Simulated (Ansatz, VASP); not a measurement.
# One calculation of BN, two programs

```xyz
2
Lattice="2.5080 0.0000 0.0000 -1.2467 2.1762 0.0000 -0.6307 -1.0881 3.0225" Properties=species:S:1:pos:R:3 pbc="T T T"
B     1.2297    2.1384    0.0055
N     0.6410   -0.3484    2.9772
```

Alike in both runs: task single point; functional PBEsol; k mesh 4 × 4 × 3; no spin polarisation.

|  | VASP | Ansatz |
| --- | --- | --- |
| version | VASP 6.6.1 | Ansatz 0.2.0 |
| potentials or method | VASP PAW PBE potentials, release 64 (B, N) | plane waves, PAW |
| plane-wave cutoff (eV) | 600 | 420 |
| occupations | gaussian, width 0.01 eV | fixed |
| valence electrons in the cell | 8 | 8 |

|  | VASP | Ansatz | Ansatz less VASP |
| --- | --- | --- | --- |
| gap on the k mesh at the Fermi level (eV) | 3.51 | 3.53 | +0.011 |

VASP's potentials were made for PBE, not for PBEsol.

The k mesh is coarse, so the values compare programs but aren't converged.
